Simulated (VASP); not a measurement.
A run of VASP 6.6.1 is set up as follows.

The input INCAR:

```
SYSTEM = Mn
PREC = Accurate
ENCUT = 600
EDIFF = 1E-6
ISMEAR = -1
SIGMA = 0.1
LREAL = .False.
LASPH = .True.
NELM = 80
ALGO = Normal
ISIF = 3
LWAVE = .False.
LCHARG = .False.
GGA = PE
IBRION = 2
NSW = 80
EDIFFG = -0.01
```

Contents of KPOINTS:

```
regular mesh
0
Gamma
  6 6 6
  0 0 0
```

The input POSCAR:

```
Mn
1.0
    4.5467736727      0.0000000000      0.0000000000
    0.0000000000      4.5467736727      0.0000000000
    0.0000000000      0.0000000000      4.5467736727
Mn
8
Direct
    0.0000000000      0.0000000000      0.0000000000
    0.5000000000      0.5000000000      0.5000000000
    0.2500000000      0.0000000000      0.5000000000
    0.7500000000      0.0000000000      0.5000000000
    0.5000000000      0.2500000000      0.0000000000
    0.5000000000      0.7500000000      0.0000000000
    0.0000000000      0.5000000000      0.2500000000
    0.0000000000      0.5000000000      0.7500000000
```

Potentials or basis: VASP PAW PBE potentials, release 64 (Mn_pv).

Launch:

```console
$ cat potpaw_PBE.64/Mn_pv/POTCAR > POTCAR
$ mpirun -np 1 vasp_std > vasp.out
```

(1) What does it give for the relaxed volume?

(2) Predict the relaxed cell.

(3) Estimate the space group after relaxing (to 0.1 Å).

(4) Predict the band gap on the k mesh.

Results:

(1) 10.80 Å³/atom.

(2) a = 4.420 Å, b = 4.420 Å, c = 4.420 Å, α = 90.00°, β = 90.00°, γ = 90.00°.

(3) Pm-3n (No. 223).

(4) zero (bands 52 and 53 overlap by 0.28 eV).

Caveat: the run has no spin polarisation, though such a crystal can be magnetic.
